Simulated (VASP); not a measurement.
# ZnCu2SnS4 (I-4) in VASP: single point with r2SCAN

Aim: the single point of ZnCu2SnS4 with r2SCAN.

All numbers are computed with VASP 6.6.1; they aren't measurements. Logs are shortened: lines on timing, memory, paths and dates and some standing lists are left out, and cuts for length are marked.

### 1 The cell of the first run

The structure is tetragonal, space group I-4 (No. 82). Conventional cell: a = 5.410 Å, b = 5.410 Å, c = 10.822 Å, α = 90.00°, β = 90.00°, γ = 90.00°. Within 3.1 Å of Zn (site symmetry -4) lie 4 S at 2.34 Å. Cu (site symmetry -4) has 4 S at 2.30 Å within 3.0 Å. Within 3.0 Å of Cu (site symmetry -4) lie 4 S at 2.30 Å. Within 3.2 Å of Sn (site symmetry -4) lie 4 S at 2.44 Å. Within 3.0 Å of S (site symmetry 1) lie 2 Cu at 2.30 Å and 1 Zn at 2.34 Å and 1 Sn at 2.44 Å.

### 2 Single point, r2SCAN

Input file POSCAR:

```
ZnCu2SnS4
1.0
   -2.7051472600      2.7051472600      5.4112086800
    2.7051472600     -2.7051472600      5.4112086800
    2.7051472600      2.7051472600     -5.4112086800
Zn Cu Sn S
1 2 1 4
Direct
    0.7500000000      0.2500000000      0.5000000000
    0.0000000000      0.0000000000      0.0000000000
    0.2500000000      0.7500000000      0.5000000000
    0.5000000000      0.5000000000      0.0000000000
    0.3643271400      0.3712403200      0.4775805600
    0.8936597600      0.8867465800      0.5224194400
    0.1132534200      0.6356728600      0.0069131800
    0.6287596800      0.1063402400      0.9930868200
```

Input file INCAR.step1:

```
PREC = Accurate
ENCUT = 660
ISMEAR = 0
SIGMA = 0.1
LREAL = False
LASPH = True
NELM = 120
NBANDS = 46
GGA = PE
ALGO = Normal
EDIFF = 1E-5
LWAVE = True
LCHARG = False
GGA_COMPAT = False
```

Input file INCAR.step2:

```
PREC = Accurate
ENCUT = 660
EDIFF = 1E-6
ISMEAR = 0
SIGMA = 0.1
LREAL = False
LASPH = True
NELM = 120
ALGO = Normal
ISIF = 2
LWAVE = False
LCHARG = True
METAGGA = R2SCAN
LMIXTAU = True
LELF = True
LVHAR = True
NBANDS = 46
ISTART = 1
GGA_COMPAT = False
```

Input file KPOINTS:

```
Automatic mesh
0
Gamma
  6 6 6
```

Potentials or basis: VASP PAW PBE potentials, release 64 (Zn, Cu, Sn_d, S).

Command:

```console
$ cat potpaw_PBE.64/Zn/POTCAR potpaw_PBE.64/Cu/POTCAR potpaw_PBE.64/Sn_d/POTCAR potpaw_PBE.64/S/POTCAR > POTCAR
$ cp INCAR.step1 INCAR
$ mpirun -np 1 vasp_std > vasp.out
$ cp INCAR.step2 INCAR
$ mpirun -np 1 vasp_std > vasp.out
```

OUTCAR:

```text
PREC = Accurate
   ENCUT = 660
   EDIFF = 1E-6
   ISMEAR = 0
   LREAL = False
   LASPH = True
   NELM = 120
   ISIF = 2
   METAGGA = R2SCAN
   ISTART = 1

 ion  position               nearest neighbor table
   1  0.750  0.250  0.500-   5 2.34   7 2.34   6 2.34   8 2.34
   2  0.000  0.000  0.000-   6 2.30   7 2.30   8 2.30   5 2.30
   3  0.250  0.750  0.500-   5 2.30   6 2.30   7 2.30   8 2.30
   4  0.500  0.500  0.000-   6 2.44   8 2.44   5 2.44   7 2.44
   5  0.364  0.371  0.478-   3 2.30   2 2.30   1 2.34   4 2.44
   6  0.894  0.887  0.522-   3 2.30   2 2.30   1 2.34   4 2.44
   7  0.113  0.636  0.007-   3 2.30   2 2.30   1 2.34   4 2.44
   8  0.629  0.106  0.993-   3 2.30   2 2.30   1 2.34   4 2.44

  LATTYP: Found a body centered tetragonal cell.
 ALAT       =     5.4102945200
 C/A-ratio  =     2.0003379335

  Lattice vectors:

 A1 = (  -2.7051472600,   2.7051472600,   5.4112086800)
 A2 = (   2.7051472600,  -2.7051472600,   5.4112086800)
 A3 = (   2.7051472600,   2.7051472600,  -5.4112086800)

Analysis of symmetry for initial positions (statically):
=====================================================================
 Subroutine PRICEL returns:
 Original cell was already a primitive cell.

 Routine SETGRP: Setting up the symmetry group for a
 body centered tetragonal supercell.

 Subroutine GETGRP returns: Found  4 space group operations
 (whereof  4 operations were pure point group operations)
 out of a pool of 16 trial point group operations.

The static configuration has the point symmetry S_4 .

Analysis of symmetry for dynamics (positions and initial velocities):
=====================================================================
 Subroutine PRICEL returns:
 Original cell was already a primitive cell.

 Routine SETGRP: Setting up the symmetry group for a
 body centered tetragonal supercell.

 Subroutine GETGRP returns: Found  4 space group operations
 (whereof  4 operations were pure point group operations)
 out of a pool of 16 trial point group operations.

The dynamic configuration has the point symmetry S_4 .

 Subroutine INISYM returns: Found  4 space group operations
 (whereof  4 operations are pure point group operations),
 and found     1 'primitive' translations

----------------------------------------------------------------------------------------

                                     Primitive cell

  volume of cell :     158.3930

  direct lattice vectors                    reciprocal lattice vectors
    -2.705147260  2.705147260  5.411208680     0.000000000  0.184832821  0.092400798
     2.705147260 -2.705147260  5.411208680     0.184832821  0.000000000  0.092400798
     2.705147260  2.705147260 -5.411208680     0.184832821  0.184832821  0.000000000

  length of vectors
     6.626976896  6.626976896  6.626976896     0.206642395  0.206642395  0.261393083

  position of ions in fractional coordinates (direct lattice)
     0.750000000  0.250000000  0.500000000
     0.000000000  0.000000000  0.000000000
     0.250000000  0.750000000  0.500000000
     0.500000000  0.500000000  0.000000000
     0.364327140  0.371240320  0.477580560
     0.893659760  0.886746580  0.522419440
     0.113253420  0.635672860  0.006913180
     0.628759680  0.106340240  0.993086820

  ion indices of the primitive-cell ions
   primitive index   ion index
                 1           1
                 2           2
                 3           3
                 4           4
                 5           5
                 6           6
                 7           7
                 8           8

----------------------------------------------------------------------------------------

 KPOINTS: Automatic mesh

Automatic generation of k-mesh.
 Grid dimensions read from file:
 generate k-points for:    6    6    6

 Generating k-lattice:

  Cartesian coordinates                     Fractional coordinates (reciprocal lattice)
     0.000000000  0.030805470  0.015400133     0.166666667  0.000000000  0.000000000
     0.030805470  0.000000000  0.015400133     0.000000000  0.166666667  0.000000000
     0.030805470  0.030805470  0.000000000     0.000000000  0.000000000  0.166666667

  Length of vectors
     0.034440399  0.034440399  0.043565514

  Shift w.r.t. Gamma in fractional coordinates (k-lattice)
     0.000000000  0.000000000  0.000000000

 Subroutine IBZKPT returns following result:
 ===========================================

 Found     36 irreducible k-points:

 Following reciprocal coordinates:
            Coordinates               Weight
  0.000000  0.000000  0.000000      1.000000
  0.166667  0.000000  0.000000      8.000000
  0.333333  0.000000  0.000000      8.000000
  0.500000 -0.000000  0.000000      4.000000
  0.166667  0.166667  0.000000      8.000000
  0.333333  0.166667  0.000000      8.000000
[... 16 lines left out ...]
  0.333333 -0.333333  0.166667      4.000000
 -0.166667  0.333333  0.166667      8.000000
 [... further k-points ...]
   k-points           NKPTS =     36   k-points in BZ     NKDIM =     36   number of bands    NBANDS=     46
   number of dos      NEDOS =    301   number of ions     NIONS =      8
   total plane-waves  NPLWV = 175616
   dimension x,y,z NGX =    56 NGY =   56 NGZ =   56
   dimension x,y,z NGXF=   112 NGYF=  112 NGZF=  112
   ions per type =               1   2   1   4
   NGX,Y,Z   is equivalent  to a cutoff of  14.05, 14.05, 14.05 a.u.
   NGXF,Y,Z  is equivalent  to a cutoff of  28.10, 28.10, 28.10 a.u.
 SYSTEM =  unknown system
   PREC   = accura    normal or accurate (medium, high low for compatibility)
   ISTART =      1    job   : 0-new  1-cont  2-samecut
   ICHARG =      0    charge: 1-file 2-atom 10-const
   ISPIN  =      1    spin polarized calculation?
   LNONCOLLINEAR =      F non collinear calculations
   LSORBIT =      F    spin-orbit coupling
   LASPH  =      T    aspherical Exc in radial PAW
   ENCUT  =  660.0 eV  48.51 Ry    6.96 a.u.  13.88 13.88 13.88*2*pi/ulx,y,z
   NELM   =    120;   NELMIN=  2; NELMDL=  0     # of ELM steps
   EDIFF  = 0.1E-05   stopping-criterion for ELM
   LREAL  =      F    real-space projection
   EDIFFG = 0.1E-04   stopping-criterion for IOM
   NSW    =      0    number of steps for IOM
   IBRION =     -1    ionic relax: 0-MD 1-quasi-New 2-CG
   NFREE  =      0    steps in history (QN), initial steepest desc. (CG)
   ISIF   =      2    stress and relaxation
   ISYM   =      2    0-nonsym 1-usesym 2-fastsym
   POTIM  = 0.5000    time-step for ionic-motion
   TEBEG  =    0.0;   TEEND  =   0.0 temperature during run
   PSTRESS=    0.0 pullay stress
   NELECT =      72.0000    total number of electrons
   NUPDOWN=      -1.0000    fix difference up-down
   EMIN   =  10.00;   EMAX   =-10.00  energy-range for DOS
   EFERMI =   0.00;   METHOD = LEGACY
   ISMEAR =     0;   SIGMA  =   0.10  broadening in eV -4-tet -1-fermi 0-gaus
   EFERMI_NEDOS =   21; number of points for ismear=-14 and -15
   IALGO  =     38    algorithm
   IMIX   =      4    mixing-type and parameters
     AMIX     =   0.40;   BMIX     =  1.00
     AMIX_MAG =   1.60;   BMIX_MAG =  1.00
  volume/ion in A,a.u.               =      19.80       133.61
  Fermi-wavevector in a.u.,A,eV,Ry     =   1.258752  2.378697 21.557853  1.584457
  Thomas-Fermi vector in A             =   2.392346
   LORBIT       =      0    0 simple, 1 ext, 2 COOP (PROOUT), +10 PAW based schemes
   METAGGA = R2SCAN    functional components
   LHFCALC =     F    Hartree Fock is set to
   AEXX    =    0.0000 exact exchange contribution
   IVDW    =     0    specifies the selected vdW correction
   LEPSILON=     F    determine dielectric tensor
   LRPA    =     F    only Hartree local field effects (RPA)
 non-spin polarized calculation
 Gauss-broadening in eV      SIGMA  =   0.10
  energy-cutoff  :      660.00
  volume of cell :      158.39
 maximum number of plane-waves:      6143
   NGX = 27   NGY = 27   NGZ = 27

 number of electron      71.9999992 magnetization

 Free energy of the ion-electron system (eV)
  ---------------------------------------------------
  ext. energy  EPLUGINS =         0.00000000
  ---------------------------------------------------
  free energy    TOTEN  =       -91.95819994 eV

  energy without entropy =      -91.95819896  energy(sigma->0) =      -91.95819945

 E-fermi :   5.1386     XC(G=0): -10.4853

 val. band max:        4.8870568187   @ k =   0.0000   0.0000   0.0000
 cond. band min:       5.3892517619   @ k =   0.0000   0.0000   0.0000
 fundamental gap:      0.5021949432
 Fermi energy:         5.1385743827

 k-point     1 :       0.0000    0.0000    0.0000
  band No.  band energies     occupation
      1     -18.1999      2.00000
      2     -18.1953      2.00000
      3     -18.1953      2.00000
      4     -18.0965      2.00000
      5     -18.0908      2.00000
      6     -10.4020      2.00000
[... 38 lines left out ...]
     45      10.4815      0.00000
     46      11.0326      0.00000

 k-point     2 :       0.1667    0.0000    0.0000
  band No.  band energies     occupation
      1     -18.2000      2.00000
      2     -18.1955      2.00000
      3     -18.1953      2.00000
      4     -18.0964      2.00000
      5     -18.0907      2.00000
      6     -10.3047      2.00000
[... 38 lines left out ...]
     45      10.6196      0.00000
     46      10.9650      0.00000

 k-point     3 :       0.3333    0.0000    0.0000
  band No.  band energies     occupation
      1     -18.2003      2.00000
      2     -18.1957      2.00000
      3     -18.1953      2.00000
      4     -18.0961      2.00000
      5     -18.0906      2.00000
      6     -10.0399      2.00000
[... 1018 lines left out ...]
     45      11.1265      0.00000
     46      11.3489      0.00000

 k-point    24 :      -0.1667    0.3333    0.1667
  band No.  band energies     occupation
      1     -18.2005      2.00000
      2     -18.1959      2.00000
      3     -18.1953      2.00000
      4     -18.0959      2.00000
      5     -18.0905      2.00000
      6      -9.8053      2.00000
[... 38 lines left out ...]
     45      11.1315      0.00000
     46      11.5122      0.00000

 [... further k-points ...]

------------------------ aborting loop because EDIFF is reached ----------------------------------------

  FORCE on cell =-STRESS in cart. coord.  units (eV):
  Direction    XX          YY          ZZ          XY          YZ          ZX
  --------------------------------------------------------------------------------------
  -------------------------------------------------------------------------------------
  Total        0.0674983      0.0674983      0.0661871      0.0000089      0.0000000     -0.0000000
  in kB        0.6827589      0.6827589      0.6694960      0.0000898      0.0000000     -0.0000000
  external PRESSURE =       0.6783380 kB  Pullay stress =       0.0000000 kB

 VOLUME and BASIS-vectors are now :
 -----------------------------------------------------------------------------
  energy-cutoff  :      660.00
  volume of cell :      158.39
      direct lattice vectors                 reciprocal lattice vectors
    -2.705147260  2.705147260  5.411208680     0.000000000  0.184832821  0.092400798
     2.705147260 -2.705147260  5.411208680     0.184832821  0.000000000  0.092400798
     2.705147260  2.705147260 -5.411208680     0.184832821  0.184832821  0.000000000

 POSITION                                       TOTAL-FORCE (eV/Angst)
 -----------------------------------------------------------------------------------
      0.00000      2.70515      2.70560        -0.000000      0.000000     -0.000000
      0.00000      0.00000      0.00000        -0.000000      0.000000      0.000000
      2.70515      0.00000      2.70560        -0.000000      0.000000     -0.000000
      0.00000      0.00000      5.41121        -0.000000      0.000000      0.000000
      1.31063      1.27322      1.39602         0.002090      0.027574      0.008359
      1.39452      1.43192      6.80723        -0.002090     -0.027574      0.008359
      1.43192     -1.39452      4.01519        -0.027574      0.002090     -0.008359
      1.27322      4.09967     -1.39602         0.027574     -0.002090     -0.008359
 -----------------------------------------------------------------------------------
    total drift:                               -0.000002     -0.000002     -0.000003

  FREE ENERGIE OF THE ION-ELECTRON SYSTEM (eV)
  ---------------------------------------------------
  free  energy   TOTEN  =       -91.9581999427 eV

  energy  without entropy=      -91.9581989609  energy(sigma->0) =      -91.95819945
```

It took 58 min on 1 thread of Intel Xeon 8259CL, shared host; peak memory 0.74 GiB.

Results:

```
Free energy            : -91.9582 eV
Pressure               : 0.1 GPa
Largest force          : 0.029 eV/Å
Band gap on the k mesh : 0.50 eV
```

Forces on the atoms (eV/Å):
```
Zn   0.000  0.000  0.000
Cu   0.000  0.000  0.000
Cu   0.000  0.000  0.000
Sn   0.000  0.000  0.000
S    0.002  0.028  0.008
S   -0.002 -0.028  0.008
S   -0.028  0.002 -0.008
S    0.028 -0.002 -0.008
```

Levels at points of the mesh, in eV from the valence-band top:
```csv
k point,band 33,band 34,band 35,band 36,band 37,band 38,band 39,band 40
"(0.00, 0.00, 0.00)",-1.48,-0.07,-0.07,0.00,0.50,2.15,3.08,3.96
"(0.50, 0.00, 0.00)",-1.19,-1.14,-1.03,-0.51,1.86,3.37,3.58,4.39
"(0.50, 0.50, 0.00)",-0.82,-0.72,-0.52,-0.42,0.87,2.66,3.44,4.35
"(0.50, 0.50, 0.50)",-1.18,-1.10,-0.88,-0.88,1.49,2.20,2.20,2.58
```

Caveat: the PAW data sets were made with another functional, which shifts forces and pressure a little; spin-orbit coupling is left out, which moves the levels of the heavy elements. A k mesh can miss the band edges.
